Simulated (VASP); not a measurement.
Crystal: Ti.

```xyz
2
Lattice="2.9500 0.0000 0.0000 -1.4750 2.5548 0.0000 0.0000 0.0000 4.6800" Properties=species:S:1:pos:R:3 pbc="T T T"
Ti    1.4750    0.8516    3.5100
Ti    0.0000    1.7032    1.1700
```

Base run:

- Program: VASP 6.6.1
- Functional: PBE
- Potentials or basis: VASP PAW PBE potentials, release 64 (Ti_sv)
- Cutoff: 500 eV
- k mesh: 10 × 10 × 6
- Occupations: gaussian, width 0.021 eV
- Spin: no spin polarisation

Its results: band gap on the k mesh zero (bands 12 and 13 overlap by 1.00 eV); pressure -1.7 GPa.

Question: After a change of settings the same cell gave: band gap on the k mesh zero (bands 12 and 13 overlap by 1.36 eV); pressure 11.8 GPa. Which change was it?
A. cutoff from 500 eV to 520 eV; occupations from gaussian, width 0.021 eV to gaussian, width 0.027 eV; further incar settings from ALGO = Normal; EDIFF = 1e-06; NBANDS = 19 to ALGO = Fast; EDIFF = 1e-07; NBANDS = 19
B. occupations from gaussian, width 0.021 eV to gaussian, width 0.025 eV; hubbard terms from none to Ti d U = 6.0 eV
C. k mesh from 10 × 10 × 6 to 6 × 6 × 4; occupations from gaussian, width 0.021 eV to fermi-dirac, width 0.06 eV
D. cutoff from 500 eV to 520 eV; occupations from gaussian, width 0.021 eV to gaussian, width 0.028 eV

Answer: B.

Caveats: the cell stands under pressure (at least some runs); U without spin polarisation on a metal has little footing (at least some runs); the U is typed as a test and isn't derived for this compound (at least some runs).
